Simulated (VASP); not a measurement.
# Sr2SO (P4/mmm) in VASP: further runs

Runs on Sr2SO. Level: PBE. Tasks: single point.

Program: VASP 6.6.1. These are calculated values, not measurements. Logs are shortened: lines on timing, memory, paths and dates and some standing lists are left out, and cuts for length are marked.

## 1. The cell of the first run

It takes space group P4/mmm (No. 123, tetragonal). The conventional cell has a = 4.174 Å, b = 4.174 Å, c = 5.903 Å, α = 90.00°, β = 90.00°, γ = 90.00°. Within 3.9 Å of Sr (site symmetry 4/mmm) lie 2 S at 2.95 Å and 4 O at 2.95 Å. Within 3.9 Å of Sr (site symmetry 4/mmm) lie 2 O at 2.95 Å and 4 S at 2.95 Å. Within 3.9 Å of S (site symmetry 4/mmm) lie 6 Sr at 2.95 Å. O (site symmetry 4/mmm) has 6 Sr at 2.95 Å within 3.9 Å.

## 2. Single point, PBE, collinear spin, ferromagnetic start

The input, INCAR:

```
SYSTEM = Sr2SO
PREC     = Accurate       ! precision mode
ENCUT    = 520            ! plane-wave cutoff, eV
EDIFF    = 1E-6           ! SCF threshold, eV
ISMEAR   = 1              ! smearing method
SIGMA    = 0.1            ! smearing width, eV
LREAL    = .False.        ! projectors in reciprocal space
LASPH    = .True.         ! aspherical terms in the spheres
NELM     = 150            ! most SCF steps
ALGO     = Normal         ! electronic algorithm
ISIF     = 2              ! what is computed and relaxed
LWAVE    = .False.        ! write WAVECAR
LCHARG   = .False.        ! write CHGCAR
ISPIN    = 2              ! spin polarisation
MAGMOM   = 0 0 5 0        ! initial moments
LORBIT   = 11             ! projections on sites
GGA      = PE             ! functional
NBANDS   = 28             ! bands
```

The input, KPOINTS:

```
regular mesh
0
Gamma
  1 1 1
  0 0 0
```

The input, POSCAR:

```
Sr2SO
1.0
    4.1737531572      0.0000000000      0.0000000000
    0.0000000000      4.1737531572      0.0000000000
    0.0000000000      0.0000000000      5.9025777002
Sr S O
2 1 1
Direct
    0.0000000000      0.0000000000      0.0000000000
    0.5000000000      0.5000000000      0.5000000000
    0.0000000000      0.0000000000      0.5000000000
    0.5000000000      0.5000000000      0.0000000000
```

Potentials or basis: VASP PAW PBE potentials, release 64 (Sr_sv, S, O).

Started as:

```
cat potpaw_PBE.64/Sr_sv/POTCAR potpaw_PBE.64/S/POTCAR potpaw_PBE.64/O/POTCAR > POTCAR
mpirun -np 1 vasp_gam > vasp.out
```

OUTCAR:

```text
SYSTEM = Sr2SO
   PREC = Accurate
   ENCUT = 520
   EDIFF = 1E-6
   ISMEAR = 1
   LREAL = .False.
   LASPH = .True.
   NELM = 150
   ISIF = 2
   ISPIN = 2
   LORBIT = 11
   GGA = PE

 ion  position               nearest neighbor table
   1  0.000  0.000  0.000-   3 2.95   3 2.95   4 2.95   4 2.95   4 2.95   4 2.95   2 4.17   2 4.17
                             2 4.17   2 4.17   2 4.17   2 4.17   2 4.17   2 4.17
   2  0.500  0.500  0.500-   4 2.95   4 2.95   3 2.95   3 2.95   3 2.95   3 2.95   1 4.17   1 4.17
                             1 4.17   1 4.17   1 4.17   1 4.17   1 4.17   1 4.17
   3  0.000  0.000  0.500-   1 2.95   1 2.95   2 2.95   2 2.95   2 2.95   2 2.95
   4  0.500  0.500  0.000-   2 2.95   2 2.95   1 2.95   1 2.95   1 2.95   1 2.95

  LATTYP: Found a simple tetragonal cell.
 ALAT       =     4.1737531572
 C/A-ratio  =     1.4142134137

  Lattice vectors:

 A1 = (   4.1737531572,   0.0000000000,   0.0000000000)
 A2 = (   0.0000000000,   4.1737531572,   0.0000000000)
 A3 = (   0.0000000000,   0.0000000000,   5.9025777002)

Analysis of symmetry for initial positions (statically):
=====================================================================
 Subroutine PRICEL returns:
 Original cell was already a primitive cell.

 Routine SETGRP: Setting up the symmetry group for a
 simple tetragonal supercell.

 Subroutine GETGRP returns: Found 16 space group operations
 (whereof 16 operations were pure point group operations)
 out of a pool of 16 trial point group operations.

The static configuration has the point symmetry D_4h.

Analysis of symmetry for dynamics (positions and initial velocities):
=====================================================================
 Subroutine PRICEL returns:
 Original cell was already a primitive cell.

 Routine SETGRP: Setting up the symmetry group for a
 simple tetragonal supercell.

 Subroutine GETGRP returns: Found 16 space group operations
 (whereof 16 operations were pure point group operations)
 out of a pool of 16 trial point group operations.

The dynamic configuration has the point symmetry D_4h.

Analysis of structural, dynamic, and magnetic symmetry:
=====================================================================
 Subroutine PRICEL returns:
 Original cell was already a primitive cell.

 Routine SETGRP: Setting up the symmetry group for a
 simple tetragonal supercell.

 Subroutine GETGRP returns: Found 16 space group operations
 (whereof 16 operations were pure point group operations)
 out of a pool of 16 trial point group operations.

The overall configuration has the point symmetry D_4h.

 Subroutine INISYM returns: Found 16 space group operations
 (whereof 16 operations are pure point group operations),
 and found     1 'primitive' translations

----------------------------------------------------------------------------------------

                                     Primitive cell

  volume of cell :     102.8242

  direct lattice vectors                    reciprocal lattice vectors
     4.173753157  0.000000000  0.000000000     0.239592511  0.000000000  0.000000000
     0.000000000  4.173753157  0.000000000     0.000000000  0.239592511  0.000000000
     0.000000000  0.000000000  5.902577700     0.000000000  0.000000000  0.169417507

  length of vectors
     4.173753157  4.173753157  5.902577700     0.239592511  0.239592511  0.169417507

  position of ions in fractional coordinates (direct lattice)
     0.000000000  0.000000000  0.000000000
     0.500000000  0.500000000  0.500000000
     0.000000000  0.000000000  0.500000000
     0.500000000  0.500000000  0.000000000

  ion indices of the primitive-cell ions
   primitive index   ion index
                 1           1
                 2           2
                 3           3
                 4           4

----------------------------------------------------------------------------------------

 KPOINTS: regular mesh

Automatic generation of k-mesh.
 Grid dimensions read from file:
 generate k-points for:    1    1    1

 Generating k-lattice:

  Cartesian coordinates                     Fractional coordinates (reciprocal lattice)
     0.239592511  0.000000000  0.000000000     1.000000000  0.000000000  0.000000000
     0.000000000  0.239592511  0.000000000     0.000000000  1.000000000  0.000000000
     0.000000000  0.000000000  0.169417507     0.000000000  0.000000000  1.000000000

  Length of vectors
     0.239592511  0.239592511  0.169417507

  Shift w.r.t. Gamma in fractional coordinates (k-lattice)
     0.000000000  0.000000000  0.000000000

 Subroutine IBZKPT returns following result:
 ===========================================

 Found      1 irreducible k-points:

 Following reciprocal coordinates:
            Coordinates               Weight
  0.000000  0.000000  0.000000      1.000000
   k-points           NKPTS =      1   k-points in BZ     NKDIM =      1   number of bands    NBANDS=     28
   number of dos      NEDOS =    301   number of ions     NIONS =      4
   total plane-waves  NPLWV =  49152
   dimension x,y,z NGX =    32 NGY =   32 NGZ =   48
   dimension x,y,z NGXF=    64 NGYF=   64 NGZF=   96
   ions per type =               2   1   1
   NGX,Y,Z   is equivalent  to a cutoff of  12.75, 12.75, 13.52 a.u.
   NGXF,Y,Z  is equivalent  to a cutoff of  25.49, 25.49, 27.04 a.u.
 SYSTEM =  Sr2SO
   PREC   = accura    normal or accurate (medium, high low for compatibility)
   ISTART =      0    job   : 0-new  1-cont  2-samecut
   ICHARG =      2    charge: 1-file 2-atom 10-const
   ISPIN  =      2    spin polarized calculation?
   LNONCOLLINEAR =      F non collinear calculations
   LSORBIT =      F    spin-orbit coupling
   LASPH  =      T    aspherical Exc in radial PAW
   ENCUT  =  520.0 eV  38.22 Ry    6.18 a.u.   7.76  7.76 10.97*2*pi/ulx,y,z
   NELM   =    150;   NELMIN=  2; NELMDL= -5     # of ELM steps
   EDIFF  = 0.1E-05   stopping-criterion for ELM
   LREAL  =      F    real-space projection
   EDIFFG = 0.1E-04   stopping-criterion for IOM
   NSW    =      0    number of steps for IOM
   IBRION =     -1    ionic relax: 0-MD 1-quasi-New 2-CG
   NFREE  =      0    steps in history (QN), initial steepest desc. (CG)
   ISIF   =      2    stress and relaxation
   ISYM   =      2    0-nonsym 1-usesym 2-fastsym
   POTIM  = 0.5000    time-step for ionic-motion
   TEBEG  =    0.0;   TEEND  =   0.0 temperature during run
   PSTRESS=    0.0 pullay stress
   NELECT =      32.0000    total number of electrons
   NUPDOWN=      -1.0000    fix difference up-down
   EMIN   =  10.00;   EMAX   =-10.00  energy-range for DOS
   EFERMI =   0.00;   METHOD = LEGACY
   ISMEAR =     1;   SIGMA  =   0.10  broadening in eV -4-tet -1-fermi 0-gaus
   EFERMI_NEDOS =   21; number of points for ismear=-14 and -15
   IALGO  =     38    algorithm
   IMIX   =      4    mixing-type and parameters
     AMIX     =   0.40;   BMIX     =  1.00
     AMIX_MAG =   1.60;   BMIX_MAG =  1.00
  volume/ion in A,a.u.               =      25.71       173.47
  Fermi-wavevector in a.u.,A,eV,Ry     =   1.109413  2.096486 16.745999  1.230796
  Thomas-Fermi vector in A             =   2.245952
   LORBIT       =     11    0 simple, 1 ext, 2 COOP (PROOUT), +10 PAW based schemes
   GGA     = PE    functional components
   LHFCALC =     F    Hartree Fock is set to
   AEXX    =    0.0000 exact exchange contribution
   IVDW    =     0    specifies the selected vdW correction
   LEPSILON=     F    determine dielectric tensor
   LRPA    =     F    only Hartree local field effects (RPA)
 spin polarized calculation
 Methfessel and Paxton  Order N= 1 SIGMA  =   0.10
  energy-cutoff  :      520.00
  volume of cell :      102.82
 maximum number of plane-waves:      1387
 NGX is ok and might be reduce to    30
   NGX = 15   NGY = 15   NGZ = 21

 number of electron      32.0000005 magnetization       0.2410468

 number of electron      32.0000004 magnetization      -0.0702798

 Free energy of the ion-electron system (eV)
  ---------------------------------------------------
  ext. energy  EPLUGINS =         0.00000000
  ---------------------------------------------------
  free energy    TOTEN  =       -13.25817122 eV

  energy without entropy =      -13.26829473  energy(sigma->0) =      -13.26154572

 E-fermi :   3.2378     XC(G=0):  -8.4940

 val. band max:        3.1606644790   @ k =   0.0000   0.0000   0.0000
 cond. band min:       3.8667811419   @ k =   0.0000   0.0000   0.0000
 fundamental gap:      0.7061166629
 Fermi energy:         3.2378381515

 spin component 1

 k-point     1 :       0.0000    0.0000    0.0000
  band No.  band energies     occupation
      1     -33.0483      1.00000
      2     -33.0017      1.00000
      3     -15.1336      1.00000
      4     -15.0598      1.00000
      5     -15.0598      1.00000
      6     -14.8708      1.00000
[... 20 lines left out ...]
     27       9.0704      0.00000
     28       9.7584      0.00000
 Fermi energy:         3.2378381515

 spin component 2

 k-point     1 :       0.0000    0.0000    0.0000
  band No.  band energies     occupation
      1     -33.0482      1.00000
      2     -33.0021      1.00000
      3     -15.1335      1.00000
      4     -15.0597      1.00000
      5     -15.0597      1.00000
      6     -14.8712      1.00000
[... 20 lines left out ...]
     27       9.0709      0.00000
     28       9.7575      0.00000

------------------------ aborting loop because EDIFF is reached ----------------------------------------

  FORCE on cell =-STRESS in cart. coord.  units (eV):
  Direction    XX          YY          ZZ          XY          YZ          ZX
  --------------------------------------------------------------------------------------
  -------------------------------------------------------------------------------------
  Total        8.3256139      8.3256139      5.9077611      0.0000000      0.0000000      0.0000000
  in kB      129.7273700    129.7273700     92.0530695      0.0000000      0.0000000      0.0000000
  external PRESSURE =     117.1692698 kB  Pullay stress =       0.0000000 kB

 VOLUME and BASIS-vectors are now :
 -----------------------------------------------------------------------------
  energy-cutoff  :      520.00
  volume of cell :      102.82
      direct lattice vectors                 reciprocal lattice vectors
     4.173753157  0.000000000  0.000000000     0.239592511  0.000000000  0.000000000
     0.000000000  4.173753157  0.000000000     0.000000000  0.239592511  0.000000000
     0.000000000  0.000000000  5.902577700     0.000000000  0.000000000  0.169417507

 POSITION                                       TOTAL-FORCE (eV/Angst)
 -----------------------------------------------------------------------------------
      0.00000      0.00000      0.00000         0.000000      0.000000      0.000000
      2.08688      2.08688      2.95129         0.000000      0.000000      0.000000
      0.00000      0.00000      2.95129         0.000000      0.000000      0.000000
      2.08688      2.08688      0.00000         0.000000      0.000000      0.000000
 -----------------------------------------------------------------------------------
    total drift:                                0.000000     -0.000000     -0.000000

  FREE ENERGIE OF THE ION-ELECTRON SYSTEM (eV)
  ---------------------------------------------------
  free  energy   TOTEN  =       -13.2581712207 eV

  energy  without entropy=      -13.2682947301  energy(sigma->0) =      -13.26154572

 total charge

# of ion       s       p       d       tot
------------------------------------------
    1        1.967   5.886   0.010   7.863
    2        1.976   5.900   0.010   7.886
    3        1.205   2.776   0.000   3.981
    4        1.500   3.457   0.000   4.957
--------------------------------------------------
tot          6.647  18.020   0.020  24.688

 magnetization (x)

# of ion       s       p       d       tot
------------------------------------------
    1        0.000  -0.000   0.000  -0.000
    2        0.000   0.000   0.000   0.000
    3       -0.000  -0.001   0.000  -0.001
    4       -0.001  -0.048   0.000  -0.049
--------------------------------------------------
tot         -0.001  -0.049   0.000  -0.050
```

Wall time 20 s (1 thread of Intel Xeon 6975P-C, shared host); peak memory 0.24 GiB.

What came out:

| Item | Value |
| --- | --- |
| Free energy | -13.2582 eV |
| Pressure | 11.7 GPa |
| Band gap on the k mesh | 0.71 eV |
| Net moment | -0.07 μB per cell |
| Site moments | Sr -0.00, +0.00; S -0.00; O -0.05 μB |
| Valence electrons inside the program's atomic spheres | Sr 7.86, 7.89; S 3.98; O 4.96 |

Caveat: the k points lie up to 1.51 Å⁻¹ apart.

## 3. Single point, PBE

This run uses another cell than the first one, of 23.37 Å³/atom, 0.909 times its volume.

The input, INCAR:

```
PREC = Accurate
ENCUT = 520
EDIFF = 1E-7
ISMEAR = 0
SIGMA = 0.1
LREAL = F
LASPH = T
NELM = 80
ALGO = Normal
ISIF = 2
LWAVE = F
LCHARG = F
GGA = PE
NBANDS = 24
```

The input, KPOINTS:

```
Automatic mesh
0
Gamma
  2 2 1
```

The input, POSCAR:

```
Sr2SO
1.0
    4.0432370000      0.0000000000      0.0000000000
    0.0000000000      4.0432370000      0.0000000000
    0.0000000000      0.0000000000      5.7180000000
Sr S O
2 1 1
Direct
    0.0000000000      0.0000000000      0.0000000000
    0.5000000000      0.5000000000      0.5000000000
    0.0000000000      0.0000000000      0.5000000000
    0.5000000000      0.5000000000      0.0000000000
```

Potentials or basis: VASP PAW PBE potentials, release 64 (Sr_sv, S, O).

Started as:

```
cat potpaw_PBE.64/Sr_sv/POTCAR potpaw_PBE.64/S/POTCAR potpaw_PBE.64/O/POTCAR > POTCAR
mpirun -np 1 vasp_std > vasp.out
```

Run time: 15 s. Hardware: 1 thread of Intel Xeon 6975P-C, shared host; peak memory 0.19 GiB.

It converged, with:

```yaml
Free_energy: -19.0776 eV
Pressure: 6.4 GPa
Band_gap_on_the_k_mesh: 1.91 eV, direct
```

Stress tensor (GPa, compression positive):
```
 0.19  0.00  0.00
 0.00  0.19  0.00
 0.00  0.00 18.76
```

Levels at points of the mesh, in eV from the valence-band top:
```csv
k point,band 13,band 14,band 15,band 16,band 17,band 18,band 19,band 20
"(0.00, 0.00, 0.00)",-0.73,-0.06,0.00,0.00,1.91,2.63,4.24,4.24
"(0.50, 0.00, 0.00)",-1.50,-1.29,-0.60,-0.51,4.05,5.12,5.39,5.52
"(0.50, 0.50, 0.00)",-0.98,-0.29,-0.29,-0.17,2.05,2.05,5.18,6.05
```

Caveat: the k points lie up to 1.10 Å⁻¹ apart. As with any semilocal functional, this PBE gap is likely too small.

[end of part 1 of 2]
